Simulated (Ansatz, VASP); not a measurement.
Two plane-wave programs on C

File INCAR:

```
PREC = Accurate
ENCUT = 520
EDIFF = 1E-6
ISMEAR = 0
SIGMA = 0.05
LREAL = F
LASPH = T
NELM = 100
ALGO = Normal
ISIF = 2
LWAVE = F
LCHARG = F
GGA = PE
NBANDS = 31
```

File KPOINTS:

```
regular mesh
0
Gamma
  12 12 12
```

Contents of POSCAR:

```
C
1.0
    1.2850000000      0.7418950959      9.5376666667
   -1.2850000000      0.7418950959      9.5376666667
    0.0000000000     -1.4837901918      9.5376666667
C
10
Direct
    0.0248257000      0.0248257000      0.0248257000
    0.9751743000      0.9751743000      0.9751743000
    0.1086810650      0.1086810650      0.1086810650
    0.8913189350      0.8913189350      0.8913189350
    0.1583663742      0.1583663742      0.1583663742
    0.8416336258      0.8416336258      0.8416336258
    0.3748589682      0.3748589682      0.3748589682
    0.6251410318      0.6251410318      0.6251410318
    0.4253192967      0.4253192967      0.4253192967
    0.5746807033      0.5746807033      0.5746807033
```

Input for Ansatz:

```yaml
crystal:
  lattice:
    - [1.285, 0.7418950959, 9.5376666667]
    - [-1.285, 0.7418950959, 9.5376666667]
    - [0.0, -1.4837901918, 9.5376666667]
  atoms:
    - { symbol: C, position: [0.0248257, 0.0248257, 0.0248257] }
    - { symbol: C, position: [0.9751743, 0.9751743, 0.9751743] }
    - { symbol: C, position: [0.108681065, 0.108681065, 0.108681065] }
    - { symbol: C, position: [0.891318935, 0.891318935, 0.891318935] }
    - { symbol: C, position: [0.1583663742, 0.1583663742, 0.1583663742] }
    - { symbol: C, position: [0.8416336258, 0.8416336258, 0.8416336258] }
    - { symbol: C, position: [0.3748589682, 0.3748589682, 0.3748589682] }
    - { symbol: C, position: [0.6251410318, 0.6251410318, 0.6251410318] }
    - { symbol: C, position: [0.4253192967, 0.4253192967, 0.4253192967] }
    - { symbol: C, position: [0.5746807033, 0.5746807033, 0.5746807033] }
basis:
  ecutwfc: 520.0
kpoints:
  mp_grid: { grid: [12, 12, 12] }
hamiltonian:
  xc: pbe
  pseudopotentials: { kind: paw, azcp: { folder: soft_1 } }
scf:
  occupations: { method: gaussian, width: 0.05 }
output:
  forces: true
  stress: true
  eigenvalues: true
```

Alike in both runs: task single point; functional PBE; k mesh 12 × 12 × 12; occupations gaussian, width 0.05 eV; no spin polarisation.

```csv
,VASP,Ansatz
version,VASP 6.6.1,Ansatz 0.2.0
potentials or method,"VASP PAW PBE potentials, release 64 (C), cutoff 520 eV","scalar-relativistic, plane waves, PAW"
valence electrons in the cell,40,40
```

```tsv
	VASP	Ansatz	Ansatz less VASP
gap on the k mesh at the Fermi level (eV)	3.17	3.18	+0.012
least direct gap on the mesh (eV)	4.16	4.17	+0.008
rms of the force components (eV/Å)	0.697	0.678	-0.0185
```

Atom by atom the forces differ by 0.019 eV/Å (rms over components).
